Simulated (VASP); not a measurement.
A run of VASP 6.6.1 is set up as follows.

The input INCAR:

```
SYSTEM = GaN
PREC     = Accurate       ! precision mode
ENCUT    = 520            ! plane-wave cutoff, eV
EDIFF    = 1E-8           ! SCF threshold, eV
ISMEAR   = 0              ! smearing method
SIGMA    = 0.01           ! smearing width, eV
LREAL    = .FALSE.        ! projectors in reciprocal space
LASPH    = .TRUE.         ! aspherical terms in the spheres
NELM     = 100            ! most SCF steps
ALGO     = Normal         ! electronic algorithm
ISIF     = 2              ! what is computed and relaxed
LWAVE    = .FALSE.        ! write WAVECAR
LCHARG   = .FALSE.        ! write CHGCAR
GGA      = PS             ! functional
IBRION   = 8              ! ionic algorithm
NSW      = 1              ! ionic steps
```

Contents of KPOINTS:

```
Automatic mesh
0
G
  8 8 8
  0 0 0
```

Contents of POSCAR:

```
GaN
1.0
    0.0000000000      2.2378373592      2.2378373592
    2.2378373592      0.0000000000      2.2378373592
    2.2378373592      2.2378373592      0.0000000000
Ga N
1 1
Direct
    0.0000000000      0.0000000000      0.0000000000
    0.2500000000      0.2500000000      0.2500000000
```

Potentials or basis: VASP PAW PBE potentials, release 64 (Ga_d, N).

Run with:

```sh
$ cat potpaw_PBE.64/Ga_d/POTCAR potpaw_PBE.64/N/POTCAR > POTCAR
$ mpirun -np 1 vasp_std > vasp.out
```

Task: Predict the highest phonon frequency at Γ, LO-TO splitting left out.

Result: 545 cm⁻¹.

Phonon frequencies in cm⁻¹ (negative: imaginary):
| q point | frequencies |
| --- | --- |
| (0.000, 0.000, 0.000) | 0 0 0 545 545 545 |

Caveat: the cell stands under pressure or tension, which shifts response properties.
